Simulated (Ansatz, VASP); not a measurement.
## One calculation of Al4VN2, two programs

```
Al V N
1.0
     2.48712   -1.43669    0.00000
     2.48712    1.43669    0.00000
    -1.73608    0.00000   11.71591
Al V N
4 1 2
Direct
  0.90431 0.90431 0.70632
  0.09569 0.09569 0.29368
  0.63769 0.63769 0.90349
  0.36231 0.36231 0.09651
  0.50000 0.50000 0.50000
  0.79401 0.79401 0.38510
  0.20599 0.20599 0.61490
```

Change from the starting cell: the structure that the rattled cell fell into.

Alike in both runs: task relaxation of cell and atoms; functional PBE; k mesh 12 × 12 × 4; occupations gaussian, width 0.1 eV; no spin polarisation.

|  | VASP | Ansatz |
| --- | --- | --- |
| version | VASP 6.6.1 | Ansatz 0.2.0 |
| potentials or method | VASP PAW PBE potentials, release 64 (Al, V_sv, N), cutoff 600 eV | scalar-relativistic, plane waves, PAW |
| valence electrons in the cell | 35 | 35 |

|  | VASP | Ansatz | Ansatz less VASP |
| --- | --- | --- | --- |
| gap on the k mesh at the Fermi level, each at its own relaxed structure (eV) | none | none | - |
| relaxed volume (Å³/atom) | 11.93 | 11.94 | +0.011 |
| relaxed length of the cell vector where the two differ most in proportion (Å) | 11.766 | 11.789 | +0.0221 |

A gap of «none» marks a metal or a gap that the smearing closes.
